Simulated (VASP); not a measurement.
Set up this calculation in VASP 6.6.1, as the native input.

- Task: single point
- Functional: PBE
- Potentials or basis: VASP PAW PBE potentials, release 64 (B, N)
- Cutoff: 520 eV
- k mesh: 10 × 10 × 2
- Occupations: gaussian, width 0.05 eV
- Spin: no spin polarisation
- Dipole correction: no
- Further INCAR settings: ALGO = Normal; EDIFF = 1e-07; NBANDS = 36

The structure of BN lies in POSCAR:

```
BN
1.0
    1.8130010000     -1.8130010000      0.0000000000
    1.8130010000      0.0000000000     -1.8130010000
    8.1180294038      8.1180294038      8.1180294038
B N
6 6
Direct
    0.6666666667      0.6666666667      0.0558027686
    0.0000000000      0.0000000000      0.8002367151
    0.3333333333      0.3333333333      0.2046895579
    0.6666666667      0.6666666667      0.5024631365
    0.0000000000      0.0000000000      0.3535763472
    0.3333333333      0.3333333333      0.6513499258
    0.6666666667      0.6666666667      0.3907980445
    1.0000000000      1.0000000000      0.2419112552
    0.3333333333      0.3333333333      0.5396848338
    0.6666666667      0.6666666667      0.8374584124
    0.0000000000      0.0000000000      0.6885716231
    0.3333333333      0.3333333333      0.0930244660
```

This cell differs from its parent crystal: the distance across one plane changed.

The input as run:

INCAR

```
SYSTEM = BN
PREC = Accurate ; ENCUT = 520
EDIFF = 1E-7 ; ISMEAR = 0
SIGMA = 0.05 ; LREAL = .FALSE.
LASPH = .TRUE. ; NELM = 80
ALGO = Normal ; ISIF = 2
LWAVE = .FALSE. ; LCHARG = .FALSE.
GGA = PE ; NBANDS = 36
```

KPOINTS

```
Automatic mesh
0
G
  10 10 2
  0 0 0
```

Potentials or basis: VASP PAW PBE potentials, release 64 (B, N).

Launch:

```console
$ cat potpaw_PBE.64/B/POTCAR potpaw_PBE.64/N/POTCAR > POTCAR
$ mpirun -np 1 vasp_std > vasp.out
```

Results of the run:

```json
{
 "Pressure": "-5.3 GPa",
 "Largest force": "3.754 eV/Å",
 "Band gap on the k mesh": "0.15 eV (least direct gap 0.53 eV)"
}
```

Caveat: the cell differs from its parent crystal (the distance across one plane changed); the cell stands under tension; semilocal functionals underestimate gaps, and a narrow one can read as zero; forces of over 1 eV/Å act on the atoms, so gaps and moduli don't describe the material at rest.

It took 90 s on 1 thread of Intel(R) Xeon(R) Platinum 8559C (Emerald Rapids) (shared host), peak memory 0.21 GiB.
